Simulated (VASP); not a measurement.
Runs of VASP 6.6.1 on Os. The structure is that of space group Pm-3m (No. 221), or close to it. The cells are those of the table. This isn't the form of Os at room conditions, which is hcp.

```tsv
task	cell	k mesh	cutoff (eV)	gap on the mesh (eV)	pressure (GPa)
single point	a = 2.632 Å, 1 atom	14 × 14 × 14	520	none	(a)
single point	a = 2.665 Å, 1 atom	14 × 14 × 14	520	none	-13.6
single point	a = 2.598 Å, 1 atom	20 × 20 × 20	520	none	1.7
single point	a = 2.598 Å, 1 atom	13 × 13 × 13	520	none	1.6
single point	a = 2.563 Å, 1 atom	14 × 14 × 14	520	none	(b)
single point	a = 2.598 Å, 1 atom	14 × 14 × 14	520	none	2.1
single point	a = 2.526 Å, 1 atom	14 × 14 × 14	520	none	26.8
single point	a = 2.698 Å, 1 atom	14 × 14 × 14	520	none	-19.0
single point	a = 2.489 Å, 1 atom	14 × 14 × 14	520	none	44.2
relaxation of cell and atoms	relaxed from a = 2.472 Å, 1 atom	13 × 13 × 13	600	none	0.0
```

Alike in all rows: level BLYP; potentials or basis VASP PAW PBE potentials, release 64 (Os); no spin polarisation; smearing fermi-dirac 0.1 eV.

Q: Fill in the values left out.

A: (a) -6.7; (b) 13.0.

Caveats: the PAW data sets were made with another functional, which shifts forces and pressure a little; spin-orbit coupling is left out, which moves the levels of the heavy elements; the cell stands under tension (at least some runs); the cell stands under pressure (at least some runs).

A k mesh can miss the band edges, and the runs leave out spin-orbit coupling on Os.

A gap of «none» marks levels without a gap at the run's occupations.
